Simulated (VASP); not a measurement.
# Al5C (P6/mmm) in VASP: single point with PBE

Aim: the single point of Al5C with PBE.

All numbers are computed with VASP 6.6.1; they aren't measurements. Logs are shortened: lines on timing, memory, paths and dates and some standing lists are left out, and cuts for length are marked.

## (1) The cell of the first run

The structure is hexagonal, space group P6/mmm (No. 191). Conventional cell: a = 4.021 Å, b = 4.021 Å, c = 4.219 Å, α = 90.00°, β = 90.00°, γ = 120.00°. Al (site symmetry 3m) has 1 Al at 1.59 Å within 2.1 Å. Within 2.8 Å of Al (site symmetry 6/mmm) lie 2 C at 2.11 Å and 12 Al at 2.45 Å. Within 2.8 Å of C (site symmetry 6/mmm) lie 14 Al at 2.11 to 2.67 Å.

## (2) Single point, PBE

File INCAR:

```
PREC = Accurate
ENCUT = 520
EDIFF = 1E-6
ISMEAR = 0
SIGMA = 0.1
LREAL = F
LASPH = T
NELM = 60
ALGO = Normal
ISIF = 2
LWAVE = F
LCHARG = F
GGA = PE
NBANDS = 18
```

File KPOINTS:

```
Automatic mesh
0
Gamma
  6 6 4
```

File POSCAR:

```
Al5C
1.0
    4.0214894400      0.0000000000      0.0000000000
   -2.0107447200      3.4827120200      0.0000000000
    0.0000000000      0.0000000000      4.2191990800
Al C
5 1
Direct
    0.3333333300      0.6666666700      0.3118953300
    0.3333333300      0.6666666700      0.6881046700
    0.6666666700      0.3333333300      0.6881046700
    0.6666666700      0.3333333300      0.3118953300
    0.0000000000      0.0000000000      0.5000000000
    0.0000000000      0.0000000000      0.0000000000
```

Potentials or basis: VASP PAW PBE potentials, release 64 (Al, C).

The run is started by

```sh
> cat potpaw_PBE.64/Al/POTCAR potpaw_PBE.64/C/POTCAR > POTCAR
> mpirun -np 1 vasp_std > vasp.out
```

OUTCAR:

```text
PREC = Accurate
   ENCUT = 520
   EDIFF = 1E-6
   ISMEAR = 0
   LREAL = F
   LASPH = T
   NELM = 60
   ISIF = 2
   GGA = PE

 ion  position               nearest neighbor table
   1  0.333  0.667  0.312-   2 1.59   4 2.32   4 2.32   4 2.32   5 2.45   5 2.45   5 2.45   2 2.63
                             6 2.67   6 2.67   6 2.67   3 2.81   3 2.81   3 2.81
   2  0.333  0.667  0.688-   1 1.59   3 2.32   3 2.32   3 2.32   5 2.45   5 2.45   5 2.45   1 2.63
                             6 2.67   6 2.67   6 2.67   4 2.81   4 2.81   4 2.81
   3  0.667  0.333  0.688-   4 1.59   2 2.32   2 2.32   2 2.32   5 2.45   5 2.45   5 2.45   4 2.63
                             6 2.67   6 2.67   6 2.67   1 2.81   1 2.81   1 2.81
   4  0.667  0.333  0.312-   3 1.59   1 2.32   1 2.32   1 2.32   5 2.45   5 2.45   5 2.45   3 2.63
                             6 2.67   6 2.67   6 2.67   2 2.81   2 2.81   2 2.81
   5  0.000  0.000  0.500-   6 2.11   6 2.11   3 2.45   4 2.45   1 2.45   2 2.45   3 2.45   4 2.45
                             1 2.45   2 2.45   3 2.45   4 2.45   1 2.45   2 2.45
   6  0.000  0.000  0.000-   5 2.11   5 2.11   3 2.67   4 2.67   1 2.67   2 2.67   3 2.67   4 2.67
                             1 2.67   2 2.67   3 2.67   4 2.67   1 2.67   2 2.67

 -----------------------------------------------------------------------------
|                                                                             |
|           W    W    AA    RRRRR   N    N  II  N    N   GGGG   !!!           |
|           W    W   A  A   R    R  NN   N  II  NN   N  G    G  !!!           |
|           W    W  A    A  R    R  N N  N  II  N N  N  G       !!!           |
|           W WW W  AAAAAA  RRRRR   N  N N  II  N  N N  G  GGG   !            |
|           WW  WW  A    A  R   R   N   NN  II  N   NN  G    G                |
|           W    W  A    A  R    R  N    N  II  N    N   GGGG   !!!           |
|                                                                             |
|     The distance between some ions is very small. Please check the          |
|     nearest-neighbor list in the OUTCAR file.                               |
|     I HOPE YOU KNOW WHAT YOU ARE DOING!                                     |
|                                                                             |
 -----------------------------------------------------------------------------

  LATTYP: Found a hexagonal cell.
 ALAT       =     4.0214894400
 C/A-ratio  =     1.0491632871

  Lattice vectors:

 A1 = (   4.0214894400,   0.0000000000,   0.0000000000)
 A2 = (  -2.0107447200,   3.4827120200,   0.0000000000)
 A3 = (   0.0000000000,   0.0000000000,   4.2191990800)

Analysis of symmetry for initial positions (statically):
=====================================================================
 Subroutine PRICEL returns:
 Original cell was already a primitive cell.

 Routine SETGRP: Setting up the symmetry group for a
 hexagonal supercell.

 Subroutine GETGRP returns: Found 24 space group operations
 (whereof 24 operations were pure point group operations)
 out of a pool of 24 trial point group operations.

The static configuration has the point symmetry D_6h.

Analysis of symmetry for dynamics (positions and initial velocities):
=====================================================================
 Subroutine PRICEL returns:
 Original cell was already a primitive cell.

 Routine SETGRP: Setting up the symmetry group for a
 hexagonal supercell.

 Subroutine GETGRP returns: Found 24 space group operations
 (whereof 24 operations were pure point group operations)
 out of a pool of 24 trial point group operations.

The dynamic configuration has the point symmetry D_6h.

 Subroutine INISYM returns: Found 24 space group operations
 (whereof 24 operations are pure point group operations),
 and found     1 'primitive' translations

----------------------------------------------------------------------------------------

                                     Primitive cell

  volume of cell :      59.0928

  direct lattice vectors                    reciprocal lattice vectors
     4.021489440  0.000000000  0.000000000     0.248664087  0.143566277  0.000000000
    -2.010744720  3.482712020  0.000000000     0.000000000  0.287132555  0.000000000
     0.000000000  0.000000000  4.219199080     0.000000000  0.000000000  0.237011807

  length of vectors
     4.021489440  4.021489443  4.219199080     0.287132555  0.287132555  0.237011807

  position of ions in fractional coordinates (direct lattice)
     0.333333330  0.666666670  0.311895330
     0.333333330  0.666666670  0.688104670
     0.666666670  0.333333330  0.688104670
     0.666666670  0.333333330  0.311895330
     0.000000000  0.000000000  0.500000000
     0.000000000  0.000000000  0.000000000

  ion indices of the primitive-cell ions
   primitive index   ion index
                 1           1
                 2           2
                 3           3
                 4           4
                 5           5
                 6           6

----------------------------------------------------------------------------------------

 KPOINTS: Automatic mesh

Automatic generation of k-mesh.
 Grid dimensions read from file:
 generate k-points for:    6    6    4

 Generating k-lattice:

  Cartesian coordinates                     Fractional coordinates (reciprocal lattice)
     0.041444015  0.023927713  0.000000000     0.166666667  0.000000000  0.000000000
     0.000000000  0.047855426  0.000000000     0.000000000  0.166666667  0.000000000
     0.000000000  0.000000000  0.059252952     0.000000000  0.000000000  0.250000000

  Length of vectors
     0.047855426  0.047855426  0.059252952

  Shift w.r.t. Gamma in fractional coordinates (k-lattice)
     0.000000000  0.000000000  0.000000000

 Subroutine IBZKPT returns following result:
 ===========================================

 Found     21 irreducible k-points:

 Following reciprocal coordinates:
            Coordinates               Weight
  0.000000  0.000000  0.000000      1.000000
  0.166667 -0.000000  0.000000      6.000000
  0.333333 -0.000000  0.000000      6.000000
  0.500000  0.000000  0.000000      3.000000
  0.166667  0.166667  0.000000      6.000000
  0.333333  0.166667  0.000000     12.000000
[... 13 lines left out ...]
  0.333333  0.166667  0.500000     12.000000
  0.333333  0.333333  0.500000      2.000000
   k-points           NKPTS =     21   k-points in BZ     NKDIM =     21   number of bands    NBANDS=     18
   number of dos      NEDOS =    301   number of ions     NIONS =      6
   total plane-waves  NPLWV =  28800
   dimension x,y,z NGX =    30 NGY =   30 NGZ =   32
   dimension x,y,z NGXF=    60 NGYF=   60 NGZF=   64
   ions per type =               5   1
   NGX,Y,Z   is equivalent  to a cutoff of  12.40, 12.40, 12.61 a.u.
   NGXF,Y,Z  is equivalent  to a cutoff of  24.80, 24.80, 25.22 a.u.
 SYSTEM =  unknown system
   PREC   = accura    normal or accurate (medium, high low for compatibility)
   ISTART =      0    job   : 0-new  1-cont  2-samecut
   ICHARG =      2    charge: 1-file 2-atom 10-const
   ISPIN  =      1    spin polarized calculation?
   LNONCOLLINEAR =      F non collinear calculations
   LSORBIT =      F    spin-orbit coupling
   LASPH  =      T    aspherical Exc in radial PAW
   ENCUT  =  520.0 eV  38.22 Ry    6.18 a.u.   7.48  7.48  7.84*2*pi/ulx,y,z
   NELM   =     60;   NELMIN=  2; NELMDL= -5     # of ELM steps
   EDIFF  = 0.1E-05   stopping-criterion for ELM
   LREAL  =      F    real-space projection
   EDIFFG = 0.1E-04   stopping-criterion for IOM
   NSW    =      0    number of steps for IOM
   IBRION =     -1    ionic relax: 0-MD 1-quasi-New 2-CG
   NFREE  =      0    steps in history (QN), initial steepest desc. (CG)
   ISIF   =      2    stress and relaxation
   ISYM   =      2    0-nonsym 1-usesym 2-fastsym
   POTIM  = 0.5000    time-step for ionic-motion
   TEBEG  =    0.0;   TEEND  =   0.0 temperature during run
   PSTRESS=    0.0 pullay stress
   NELECT =      19.0000    total number of electrons
   NUPDOWN=      -1.0000    fix difference up-down
   EMIN   =  10.00;   EMAX   =-10.00  energy-range for DOS
   EFERMI =   0.00;   METHOD = LEGACY
   ISMEAR =     0;   SIGMA  =   0.10  broadening in eV -4-tet -1-fermi 0-gaus
   EFERMI_NEDOS =   21; number of points for ismear=-14 and -15
   IALGO  =     38    algorithm
   IMIX   =      4    mixing-type and parameters
     AMIX     =   0.40;   BMIX     =  1.00
     AMIX_MAG =   1.60;   BMIX_MAG =  1.00
  volume/ion in A,a.u.               =       9.85        66.46
  Fermi-wavevector in a.u.,A,eV,Ry     =   1.121539  2.119402 17.114096  1.257851
  Thomas-Fermi vector in A             =   2.258194
   LORBIT       =      0    0 simple, 1 ext, 2 COOP (PROOUT), +10 PAW based schemes
   GGA     = PE    functional components
   LHFCALC =     F    Hartree Fock is set to
   AEXX    =    0.0000 exact exchange contribution
   IVDW    =     0    specifies the selected vdW correction
   LEPSILON=     F    determine dielectric tensor
   LRPA    =     F    only Hartree local field effects (RPA)
 non-spin polarized calculation
 Gauss-broadening in eV      SIGMA  =   0.10
  energy-cutoff  :      520.00
  volume of cell :       59.09
 maximum number of plane-waves:      1648
 NGX is ok and might be reduce to    30
   NGX = 15   NGY = 15   NGZ = 15

 number of electron      19.0000000 magnetization

 Free energy of the ion-electron system (eV)
  ---------------------------------------------------
  ext. energy  EPLUGINS =         0.00000000
  ---------------------------------------------------
  free energy    TOTEN  =        -2.17850865 eV

  energy without entropy =       -2.16048369  energy(sigma->0) =       -2.16949617

 E-fermi :  13.2350     XC(G=0): -11.9881

 val. band max:       13.2146194277   @ k =   0.1667   0.1667   0.5000
 cond. band min:      13.3021428364   @ k =   0.1667  -0.0000   0.0000
 fundamental gap:      0.0875234087
 Fermi energy:        13.2349555991

 k-point     1 :       0.0000    0.0000    0.0000
  band No.  band energies     occupation
      1      -2.5366      2.00000
      2       3.6463      2.00000
      3       5.7542      2.00000
      4       7.8115      2.00000
      5       7.8115      2.00000
      6       7.9833      2.00000
[... 418 lines left out ...]
      5       5.4123      2.00000
      6       5.4123      2.00000
[... 10 lines left out ...]
     17      18.7767      0.00000
     18      19.3437      0.00000

------------------------ aborting loop because EDIFF is reached ----------------------------------------

  FORCE on cell =-STRESS in cart. coord.  units (eV):
  Direction    XX          YY          ZZ          XY          YZ          ZX
  --------------------------------------------------------------------------------------
  -------------------------------------------------------------------------------------
  Total       29.5241272     29.5241273     85.0448794      0.0000000      0.0000000      0.0000000
  in kB      800.4848842    800.4848860   2305.8138148      0.0000000      0.0000000      0.0000000
  external PRESSURE =    1302.2611950 kB  Pullay stress =       0.0000000 kB

 VOLUME and BASIS-vectors are now :
 -----------------------------------------------------------------------------
  energy-cutoff  :      520.00
  volume of cell :       59.09
      direct lattice vectors                 reciprocal lattice vectors
     4.021489440  0.000000000  0.000000000     0.248664087  0.143566277  0.000000000
    -2.010744720  3.482712020  0.000000000     0.000000000  0.287132555  0.000000000
     0.000000000  0.000000000  4.219199080     0.000000000  0.000000000  0.237011807

 POSITION                                       TOTAL-FORCE (eV/Angst)
 -----------------------------------------------------------------------------------
     -0.00000      2.32181      1.31595         0.000000      0.000000    -26.634486
     -0.00000      2.32181      2.90325         0.000000     -0.000000     26.634486
      2.01074      1.16090      2.90325        -0.000000     -0.000000     26.634486
      2.01074      1.16090      1.31595        -0.000000     -0.000000    -26.634486
      0.00000      0.00000      2.10960        -0.000000      0.000000      0.000000
      0.00000      0.00000      0.00000        -0.000000      0.000000      0.000000
 -----------------------------------------------------------------------------------
    total drift:                               -0.000000     -0.000000      0.000000

  FREE ENERGIE OF THE ION-ELECTRON SYSTEM (eV)
  ---------------------------------------------------
  free  energy   TOTEN  =        -2.1785086462 eV

  energy  without entropy=       -2.1604836906  energy(sigma->0) =       -2.16949617
```

Run time: 23 s. Hardware: 1 thread of Intel Xeon 6975P-C, shared host; peak memory 0.17 GiB.

What came out:

| Item | Value |
| --- | --- |
| Free energy | -2.1785 eV |
| Pressure | 130.2 GPa |
| Largest force | 26.634 eV/Å |

Forces on the atoms (eV/Å):
```
Al    0.000   0.000 -26.634
Al    0.000   0.000  26.634
Al    0.000   0.000  26.634
Al    0.000   0.000 -26.634
Al    0.000   0.000   0.000
C     0.000   0.000   0.000
```

Stress tensor (GPa, compression positive):
```
 80.05   0.00   0.00
  0.00  80.05   0.00
  0.00   0.00 230.58
```

Caveat: the k points lie up to 0.37 Å⁻¹ apart; forces of over 1 eV/Å act on the atoms, so gaps and moduli don't describe the material at rest.
